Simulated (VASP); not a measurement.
# Fe (P6/mmm) in VASP: further runs

Runs on Fe. Level: RPBE. Tasks: single point.

Everything below comes from runs of VASP 6.6.1. Logs are shortened: lines on timing, memory, paths and dates and some standing lists are left out, and cuts for length are marked.

**1. The cell of the first run**

The structure is hexagonal, space group P6/mmm (No. 191). Conventional cell: a = 3.724 Å, b = 3.724 Å, c = 2.341 Å, α = 90.00°, β = 90.00°, γ = 120.00°. Within 3.1 Å of Fe (site symmetry 6/mmm) lie 14 Fe at 2.34 to 2.45 Å. Fe (site symmetry -6m2) has 11 Fe at 2.15 to 2.45 Å within 2.8 Å.

**2. Single point, RPBE (volume scaled by 0.88)**

The input, INCAR:

```
SYSTEM = Fe
PREC = Accurate ; ENCUT = 520
EDIFF = 1E-6 ; ISMEAR = -1
SIGMA = 0.1 ; LREAL = .FALSE.
LASPH = .TRUE. ; NELM = 100
ALGO = Normal ; ISIF = 2
LWAVE = .FALSE. ; LCHARG = .FALSE.
GGA = RP ; NBANDS = 19
```

The input, KPOINTS:

```
Automatic mesh
0
G
  11 11 14
  0 0 0
```

The input, POSCAR:

```
Fe
1.0
    3.7243900097      0.0000000000      0.0000000000
   -1.8621950049      3.2254163620      0.0000000000
    0.0000000000      0.0000000000      2.3410398433
Fe
3
Direct
    0.0000000000      0.0000000000      0.0000000000
    0.3333333333      0.6666666667      0.5000000000
    0.6666666667      0.3333333333      0.5000000000
```

Potentials or basis: VASP PAW PBE potentials, release 64 (Fe).

On the command line:

```console
> cat potpaw_PBE.64/Fe/POTCAR > POTCAR
> mpirun -np 1 vasp_std > vasp.out
```

OUTCAR:

```text
SYSTEM = Fe
   PREC = Accurate
   ENCUT = 520
   EDIFF = 1E-6
   ISMEAR = -1
   LREAL = .FALSE.
   LASPH = .TRUE.
   NELM = 100
   ISIF = 2
   GGA = RP

 ion  position               nearest neighbor table
   1  0.000  0.000  0.000-   2 2.45   3 2.45   2 2.45   3 2.45   3 2.45   3 2.45   2 2.45   2 2.45
                             3 2.45   3 2.45   2 2.45   2 2.45
   2  0.333  0.667  0.500-   3 2.15   3 2.15   3 2.15   1 2.45   1 2.45   1 2.45   1 2.45   1 2.45
                             1 2.45
   3  0.667  0.333  0.500-   2 2.15   2 2.15   2 2.15   1 2.45   1 2.45   1 2.45   1 2.45   1 2.45
                             1 2.45

  LATTYP: Found a hexagonal cell.
 ALAT       =     3.7243900097
 C/A-ratio  =     0.6285700040

  Lattice vectors:

 A1 = (   3.7243900097,   0.0000000000,   0.0000000000)
 A2 = (  -1.8621950049,   3.2254163620,   0.0000000000)
 A3 = (   0.0000000000,   0.0000000000,   2.3410398433)

Analysis of symmetry for initial positions (statically):
=====================================================================
 Subroutine PRICEL returns:
 Original cell was already a primitive cell.

 Routine SETGRP: Setting up the symmetry group for a
 hexagonal supercell.

 Subroutine GETGRP returns: Found 24 space group operations
 (whereof 24 operations were pure point group operations)
 out of a pool of 24 trial point group operations.

The static configuration has the point symmetry D_6h.

Analysis of symmetry for dynamics (positions and initial velocities):
=====================================================================
 Subroutine PRICEL returns:
 Original cell was already a primitive cell.

 Routine SETGRP: Setting up the symmetry group for a
 hexagonal supercell.

 Subroutine GETGRP returns: Found 24 space group operations
 (whereof 24 operations were pure point group operations)
 out of a pool of 24 trial point group operations.

The dynamic configuration has the point symmetry D_6h.

 Subroutine INISYM returns: Found 24 space group operations
 (whereof 24 operations are pure point group operations),
 and found     1 'primitive' translations

----------------------------------------------------------------------------------------

                                     Primitive cell

  volume of cell :      28.1222

  direct lattice vectors                    reciprocal lattice vectors
     3.724390010  0.000000000  0.000000000     0.268500344  0.155018746  0.000000000
    -1.862195005  3.225416362  0.000000000     0.000000000  0.310037492  0.000000000
     0.000000000  0.000000000  2.341039843     0.000000000  0.000000000  0.427160607

  length of vectors
     3.724390010  3.724390010  2.341039843     0.310037492  0.310037492  0.427160607

  position of ions in fractional coordinates (direct lattice)
     0.000000000  0.000000000  0.000000000
     0.333333333  0.666666667  0.500000000
     0.666666667  0.333333333  0.500000000

  ion indices of the primitive-cell ions
   primitive index   ion index
                 1           1
                 2           2
                 3           3

----------------------------------------------------------------------------------------

 KPOINTS: Automatic mesh

Automatic generation of k-mesh.
 Grid dimensions read from file:
 generate k-points for:   11   11   14

 Generating k-lattice:

  Cartesian coordinates                     Fractional coordinates (reciprocal lattice)
     0.024409122  0.014092613  0.000000000     0.090909091  0.000000000  0.000000000
     0.000000000  0.028185227  0.000000000     0.000000000  0.090909091  0.000000000
     0.000000000  0.000000000  0.030511472     0.000000000  0.000000000  0.071428571

  Length of vectors
     0.028185227  0.028185227  0.030511472

  Shift w.r.t. Gamma in fractional coordinates (k-lattice)
     0.000000000  0.000000000  0.000000000

 Subroutine IBZKPT returns following result:
 ===========================================

 Found    128 irreducible k-points:

 Following reciprocal coordinates:
            Coordinates               Weight
  0.000000  0.000000  0.000000      1.000000
  0.090909  0.000000  0.000000      6.000000
  0.181818  0.000000  0.000000      6.000000
  0.272727  0.000000  0.000000      6.000000
  0.363636  0.000000  0.000000      6.000000
  0.454545  0.000000  0.000000      6.000000
[... 16 lines left out ...]
  0.090909  0.090909  0.071429     12.000000
  0.181818  0.090909  0.071429     24.000000
 [... further k-points ...]
   k-points           NKPTS =    128   k-points in BZ     NKDIM =    128   number of bands    NBANDS=     19
   number of dos      NEDOS =    301   number of ions     NIONS =      3
   total plane-waves  NPLWV =  14112
   dimension x,y,z NGX =    28 NGY =   28 NGZ =   18
   dimension x,y,z NGXF=    56 NGYF=   56 NGZF=   36
   ions per type =               3
   NGX,Y,Z   is equivalent  to a cutoff of  12.50, 12.50, 12.78 a.u.
   NGXF,Y,Z  is equivalent  to a cutoff of  25.00, 25.00, 25.56 a.u.
 SYSTEM =  Fe
   PREC   = accura    normal or accurate (medium, high low for compatibility)
   ISTART =      0    job   : 0-new  1-cont  2-samecut
   ICHARG =      2    charge: 1-file 2-atom 10-const
   ISPIN  =      1    spin polarized calculation?
   LNONCOLLINEAR =      F non collinear calculations
   LSORBIT =      F    spin-orbit coupling
   LASPH  =      T    aspherical Exc in radial PAW
   ENCUT  =  520.0 eV  38.22 Ry    6.18 a.u.   6.92  6.92  4.35*2*pi/ulx,y,z
   NELM   =    100;   NELMIN=  2; NELMDL= -5     # of ELM steps
   EDIFF  = 0.1E-05   stopping-criterion for ELM
   LREAL  =      F    real-space projection
   EDIFFG = 0.1E-04   stopping-criterion for IOM
   NSW    =      0    number of steps for IOM
   IBRION =     -1    ionic relax: 0-MD 1-quasi-New 2-CG
   NFREE  =      0    steps in history (QN), initial steepest desc. (CG)
   ISIF   =      2    stress and relaxation
   ISYM   =      2    0-nonsym 1-usesym 2-fastsym
   POTIM  = 0.5000    time-step for ionic-motion
   TEBEG  =    0.0;   TEEND  =   0.0 temperature during run
   PSTRESS=    0.0 pullay stress
   NELECT =      24.0000    total number of electrons
   NUPDOWN=      -1.0000    fix difference up-down
   EMIN   =  10.00;   EMAX   =-10.00  energy-range for DOS
   EFERMI =   0.00;   METHOD = LEGACY
   ISMEAR =    -1;   SIGMA  =   0.10  broadening in eV -4-tet -1-fermi 0-gaus
   EFERMI_NEDOS =   21; number of points for ismear=-14 and -15
   IALGO  =     38    algorithm
   IMIX   =      4    mixing-type and parameters
     AMIX     =   0.40;   BMIX     =  1.00
     AMIX_MAG =   1.60;   BMIX_MAG =  1.00
  volume/ion in A,a.u.               =       9.37        63.26
  Fermi-wavevector in a.u.,A,eV,Ry     =   1.552847  2.934455 32.808188  2.411334
  Thomas-Fermi vector in A             =   2.657163
   LORBIT       =      0    0 simple, 1 ext, 2 COOP (PROOUT), +10 PAW based schemes
   GGA     = RP    functional components
   LHFCALC =     F    Hartree Fock is set to
   AEXX    =    0.0000 exact exchange contribution
   IVDW    =     0    specifies the selected vdW correction
   LEPSILON=     F    determine dielectric tensor
   LRPA    =     F    only Hartree local field effects (RPA)
 non-spin polarized calculation
  energy-cutoff  :      520.00
  volume of cell :       28.12
 maximum number of plane-waves:       774
 NGX is ok and might be reduce to    28
   NGX = 13   NGY = 13   NGZ =  9

 number of electron      24.0000000 magnetization

 Free energy of the ion-electron system (eV)
  ---------------------------------------------------
  ext. energy  EPLUGINS =         0.00000000
  ---------------------------------------------------
  free energy    TOTEN  =       -21.91697340 eV

  energy without entropy =      -21.76288013  energy(sigma->0) =      -21.83992676

 E-fermi :   8.1747     XC(G=0): -14.1960

 val. band max:        8.1719271627   @ k =   0.1818   0.0909   0.0714
 cond. band min:       8.1754318734   @ k =   0.1818   0.0000   0.1429
 fundamental gap:      0.0035047107
 Fermi energy:         8.1747143878

 k-point     1 :       0.0000    0.0000    0.0000
  band No.  band energies     occupation
      1      -1.3619      2.00000
      2       3.1012      2.00000
      3       4.9357      2.00000
      4       4.9357      2.00000
      5       4.9618      2.00000
      6       4.9618      2.00000
[... 11 lines left out ...]
     18      16.8071      0.00000
     19      16.8364      0.00000

 k-point     2 :       0.0909    0.0000    0.0000
  band No.  band energies     occupation
      1      -1.2254      2.00000
      2       3.1367      2.00000
      3       4.4709      2.00000
      4       4.6608      2.00000
      5       5.0590      2.00000
      6       5.3854      2.00000
[... 11 lines left out ...]
     18      15.2322      0.00000
     19      17.9285      0.00000

 k-point     3 :       0.1818    0.0000    0.0000
  band No.  band energies     occupation
      1      -0.8248      2.00000
      2       3.1842      2.00000
      3       3.9769      2.00000
      4       4.5162      2.00000
      5       4.7672      2.00000
      6       5.6883      2.00000
[... 11 lines left out ...]
     18      13.7224      0.00000
     19      18.1399      0.00000

 k-point     4 :       0.2727    0.0000    0.0000
  band No.  band energies     occupation
      1      -0.1890      2.00000
      2       3.0110      2.00000
      3       3.7406      2.00000
      4       4.3956      2.00000
      5       4.4985      2.00000
      6       5.5806      2.00000
[... 11 lines left out ...]
     18      12.2986      0.00000
     19      18.1363      0.00000

 k-point     5 :       0.3636    0.0000    0.0000
  band No.  band energies     occupation
      1       0.6292      2.00000
      2       2.6873      2.00000
      3       3.3512      2.00000
      4       4.3769      2.00000
      5       4.5745      2.00000
      6       5.3482      2.00000
[... 11 lines left out ...]
     18      10.9704      0.00000
     19      18.1218      0.00000
[... 334 lines left out ...]
      2       2.7839      2.00000
      3       3.4395      2.00000
      4       4.3916      2.00000
      5       4.5540      2.00000
      6       5.4207      2.00000
[... 11 lines left out ...]
     18      11.3136      0.00000
     19      18.1243      0.00000

 k-point    22 :       0.4545    0.0000    0.0714
  band No.  band energies     occupation
      1       1.6541      2.00000
      2       2.4878      2.00000
      3       2.8006      2.00000
      4       4.6543      2.00000
      5       4.7151      2.00000
      6       5.0895      2.00000
[... 11 lines left out ...]
     18      10.3130      0.00000
     19      18.1150      0.00000

 k-point    23 :       0.0909    0.0909    0.0714
  band No.  band energies     occupation
      1      -0.8028      2.00000
      2       3.2985      2.00000
      3       4.1953      2.00000
      4       4.2249      2.00000
      5       5.1845      2.00000
      6       5.2889      2.00000
[... 11 lines left out ...]
     18      14.0311      0.00000
     19      18.9073      0.00000

 k-point    24 :       0.1818    0.0909    0.0714
  band No.  band energies     occupation
      1      -0.2917      2.00000
      2       3.2364      2.00000
      3       3.8327      2.00000
      4       4.1164      2.00000
      5       4.9870      2.00000
      6       5.5919      2.00000
[... 11 lines left out ...]
     18      12.7793      0.00000
     19      18.8033      0.00000

 [... further k-points ...]
[... 5 lines left out ...]
  --------------------------------------------------------------------------------------
  -------------------------------------------------------------------------------------
  Total        7.7144040      7.7144040      6.9783711     -0.0000000     -0.0000000      0.0000000
  in kB      439.5043902    439.5043902    397.5711851     -0.0000000     -0.0000000      0.0000000
  external PRESSURE =     425.5266551 kB  Pullay stress =       0.0000000 kB

 VOLUME and BASIS-vectors are now :
 -----------------------------------------------------------------------------
  energy-cutoff  :      520.00
  volume of cell :       28.12
      direct lattice vectors                 reciprocal lattice vectors
     3.724390010  0.000000000  0.000000000     0.268500344  0.155018746  0.000000000
    -1.862195005  3.225416362  0.000000000     0.000000000  0.310037492  0.000000000
     0.000000000  0.000000000  2.341039843     0.000000000  0.000000000  0.427160607

 POSITION                                       TOTAL-FORCE (eV/Angst)
 -----------------------------------------------------------------------------------
      0.00000      0.00000      0.00000        -0.000000      0.000000      0.000000
     -0.00000      2.15028      1.17052         0.000000     -0.000000     -0.000000
      1.86220      1.07514      1.17052        -0.000000      0.000000      0.000000
 -----------------------------------------------------------------------------------
    total drift:                               -0.000000      0.000000     -0.000000

  FREE ENERGIE OF THE ION-ELECTRON SYSTEM (eV)
  ---------------------------------------------------
  free  energy   TOTEN  =       -21.9169733961 eV

  energy  without entropy=      -21.7628801321  energy(sigma->0) =      -21.83992676
```

It took 83 s on 1 thread of AMD EPYC 7R43 (Zen 3), shared host; peak memory 0.14 GiB.

Results:

```yaml
Free_energy: -21.9170 eV
Pressure: 42.6 GPa
Band_gap_on_the_k_mesh: zero (band 12 reaches 8.99 eV, above the bottom of band 13 at 7.26 eV)
```

Levels at points of the mesh, in eV from the Fermi level:
| k point | band 9 | band 10 | band 11 | band 12 | band 13 | band 14 | band 15 | band 16 |
| --- | --- | --- | --- | --- | --- | --- | --- | --- |
| (0.00, 0.00, 0.00) | -1.54 | -1.54 | -1.00 | -1.00 | -0.91 | -0.91 | 1.11 | 1.11 |
| (0.00, 0.00, 0.50) | -1.52 | -1.52 | 0.48 | 0.48 | 0.89 | 0.89 | 1.62 | 2.52 |

Caveat: the PAW data sets were made with another functional, which shifts forces and pressure a little; the run has no spin polarisation, though such a crystal can be magnetic. Spin polarisation is off, so any magnetic state and its effect on volume and gap are missing.

**3. Single point, RPBE (volume scaled by 0.92)**

The input, INCAR:

```
ALGO = Normal ; EDIFF = 1E-6
ENCUT = 520 ; GGA = RP
ISIF = 2 ; ISMEAR = -1
LASPH = True ; LCHARG = False
LREAL = False ; LWAVE = False
NBANDS = 19 ; NELM = 100
PREC = Accurate ; SIGMA = 0.1
```

The input, KPOINTS:

```
k-points
0
Gamma
  11 11 14
```

The input, POSCAR:

```
Fe
1.0
    3.7799861168      0.0000000000      0.0000000000
   -1.8899930584      3.2735640031      0.0000000000
    0.0000000000      0.0000000000      2.3759858885
Fe
3
Direct
    0.0000000000      0.0000000000      0.0000000000
    0.3333333333      0.6666666667      0.5000000000
    0.6666666667      0.3333333333      0.5000000000
```

Potentials or basis: VASP PAW PBE potentials, release 64 (Fe).

On the command line:

```console
> cat potpaw_PBE.64/Fe/POTCAR > POTCAR
> mpirun -np 1 vasp_std > vasp.out
```

OUTCAR:

```text
EDIFF = 1E-6
   ENCUT = 520
   GGA = RP
   ISIF = 2
   ISMEAR = -1
   LASPH = True
   LREAL = False
   NELM = 100
   PREC = Accurate

 ion  position               nearest neighbor table
   1  0.000  0.000  0.000-   2 2.48   3 2.48   2 2.48   3 2.48   2 2.48   2 2.48   3 2.48   3 2.48
                             3 2.48   3 2.48   2 2.48   2 2.48
   2  0.333  0.667  0.500-   3 2.18   3 2.18   3 2.18   1 2.48   1 2.48   1 2.48   1 2.48   1 2.48
                             1 2.48
   3  0.667  0.333  0.500-   2 2.18   2 2.18   2 2.18   1 2.48   1 2.48   1 2.48   1 2.48   1 2.48
                             1 2.48

  LATTYP: Found a hexagonal cell.
 ALAT       =     3.7799861168
 C/A-ratio  =     0.6285700040

  Lattice vectors:

 A1 = (   3.7799861168,   0.0000000000,   0.0000000000)
 A2 = (  -1.8899930584,   3.2735640031,   0.0000000000)
 A3 = (   0.0000000000,   0.0000000000,   2.3759858885)

Analysis of symmetry for initial positions (statically):
=====================================================================
 Subroutine PRICEL returns:
[... 166 lines left out ...]
  ext. energy  EPLUGINS =         0.00000000
  ---------------------------------------------------
  free energy    TOTEN  =       -22.18236208 eV

  energy without entropy =      -22.01799510  energy(sigma->0) =      -22.10017859

 E-fermi :   7.6258     XC(G=0): -13.9282

 val. band max:        7.6099805600   @ k =   0.1818   0.0909   0.5000
 cond. band min:       7.6259749205   @ k =   0.1818   0.0909   0.0714
 fundamental gap:      0.0159943604
 Fermi energy:         7.6258058921

 k-point     1 :       0.0000    0.0000    0.0000
  band No.  band energies     occupation
      1      -1.6390      2.00000
      2       2.8637      2.00000
      3       4.5621      2.00000
      4       4.5621      2.00000
      5       4.5934      2.00000
      6       4.5934      2.00000
[... 505 lines left out ...]
      6       5.1856      2.00000
[... 11 lines left out ...]
     18      12.0146      0.00000
     19      17.7969      0.00000

 [... further k-points ...]
[... 5 lines left out ...]
  --------------------------------------------------------------------------------------
  -------------------------------------------------------------------------------------
  Total        4.7089548      4.7089548      4.2280663     -0.0000000      0.0000000      0.0000000
  in kB      256.6139148    256.6139148    230.4079589     -0.0000000      0.0000000      0.0000000
  external PRESSURE =     247.8785962 kB  Pullay stress =       0.0000000 kB

 VOLUME and BASIS-vectors are now :
 -----------------------------------------------------------------------------
  energy-cutoff  :      520.00
  volume of cell :       29.40
      direct lattice vectors                 reciprocal lattice vectors
     3.779986117  0.000000000  0.000000000     0.264551236  0.152738727  0.000000000
    -1.889993058  3.273564003  0.000000000     0.000000000  0.305477455  0.000000000
     0.000000000  0.000000000  2.375985888     0.000000000  0.000000000  0.420877921

 POSITION                                       TOTAL-FORCE (eV/Angst)
 -----------------------------------------------------------------------------------
      0.00000      0.00000      0.00000        -0.000000      0.000000      0.000000
     -0.00000      2.18238      1.18799        -0.000000      0.000000      0.000000
      1.88999      1.09119      1.18799         0.000000     -0.000000     -0.000000
 -----------------------------------------------------------------------------------
    total drift:                                0.000000      0.000000     -0.000000

  FREE ENERGIE OF THE ION-ELECTRON SYSTEM (eV)
  ---------------------------------------------------
  free  energy   TOTEN  =       -22.1823620790 eV

  energy  without entropy=      -22.0179951025  energy(sigma->0) =      -22.10017859
```

stdout:

```text
POSCAR found type information on POSCAR Fe
 POSCAR found :  1 types and       3 ions
 scaLAPACK will be used
 -----------------------------------------------------------------------------
|                                                                             |
|                                                                             |
|     You enforced a specific xc type in the INCAR file but a different       |
|     I HOPE YOU KNOW WHAT YOU ARE DOING!                                     |
|                                                                             |
 -----------------------------------------------------------------------------

 LDA part: xc-table for (Slater+PW92), standard interpolation
 POSCAR, INCAR and KPOINTS ok, starting setup
 FFT: planning ... GRIDC
 FFT: planning ... GRID_SOFT
 FFT: planning ... GRID
 WAVECAR not read
 entering main loop
```

It took 1.7 min on 1 thread of AMD EPYC 7R43 (Zen 3), shared host; peak memory 0.14 GiB.

Results:

```
Free energy            : -22.1824 eV
Pressure               : 24.8 GPa
Band gap on the k mesh : zero (band 12 reaches 8.40 eV, above the bottom of band 13 at 6.78 eV)
```

Stress tensor (GPa, compression positive):
```
25.66  0.00  0.00
 0.00 25.66  0.00
 0.00  0.00 23.04
```

Levels at points of the mesh, in eV from the Fermi level:
```
           k point  band 10  band 11  band 12  band 13  band 14  band 15
(0.00, 0.00, 0.00)    -1.44    -0.94    -0.94    -0.85    -0.85     1.04
(0.00, 0.00, 0.50)    -1.42     0.45     0.45     0.83     0.83     1.51
```

Caveat: the PAW data sets were made with another functional, which shifts forces and pressure a little; the run has no spin polarisation, though such a crystal can be magnetic. Spin polarisation is off, so any magnetic state and its effect on volume and gap are missing.
